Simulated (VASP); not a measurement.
Wanted: the native input for a VASP 6.6.1 run.

```yaml
Task: relaxation of cell and atoms
Functional: PBE
Potentials_or_basis: VASP PAW PBE potentials, release 64 (Si, F)
Cutoff: 600 eV
k_mesh: 6 × 6 × 6
Occupations: gaussian, width 0.1 eV
Spin: no spin polarisation
Dipole_correction: no
Further_INCAR_settings: ALGO = Normal; EDIFF = 1e-06; IBRION = 2; EDIFFG = -0.04; NSW = 90; ISIF = 3
```

The structure of Si2F3 lies in POSCAR:

```
Si2F3
1.0
    4.5942648200      0.0000000000      0.0000000000
   -2.2971324100      3.9787500400      0.0000000000
    0.0000000000      0.0000000000      2.5489863500
Si F
2 3
Direct
    0.3333333300      0.6666666700      0.5000000000
    0.6666666700      0.3333333300      0.5000000000
    0.3333333300      0.6666666700      0.0000000000
    0.6666666700      0.3333333300      0.0000000000
    0.0000000000      0.0000000000      0.0000000000
```

These files were run (other wordings do the same):

INCAR

```
  PREC = Accurate
  ENCUT = 600
  EDIFF = 1E-6
  ISMEAR = 0
  SIGMA = 0.1
  LREAL = F
  LASPH = T
  NELM = 100
  ALGO = Normal
  ISIF = 3
  LWAVE = F
  LCHARG = F
  GGA = PE
  IBRION = 2
  NSW = 90
  EDIFFG = -0.04
```

KPOINTS

```
regular mesh
0
Gamma
  6 6 6
```

Potentials or basis: VASP PAW PBE potentials, release 64 (Si, F).

The run is started by

```console
$ cat potpaw_PBE.64/Si/POTCAR potpaw_PBE.64/F/POTCAR > POTCAR
$ mpirun -np 1 vasp_std > vasp.out
```

Results of the run:

```yaml
Relaxed_volume: 11.79 Å³/atom
Relaxed_cell: a = 4.402 Å, b = 4.402 Å, c = 3.512 Å, α = 90.00°, β = 90.00°, γ = 120.00°
Space_group_after_relaxing_to_0.05_Å: P6/mmm (No. 191)
Energy_gained_by_relaxing: 4704.4 meV/atom
Ionic_steps: 11
Pressure_after_relaxing: 0.0 GPa
```

Caveat: the k points lie up to 0.30 Å⁻¹ apart in the final cell; the volume moved by over 15 % at a fixed basis, so the end points are rough; an odd number of electrons without spin polarisation forces a metal; a magnetic or distorted state may lie lower.

Run time: 110 s on 1 thread of Intel(R) Xeon(R) 6975P-C (Granite Rapids) (shared host), peak memory 0.18 GiB.
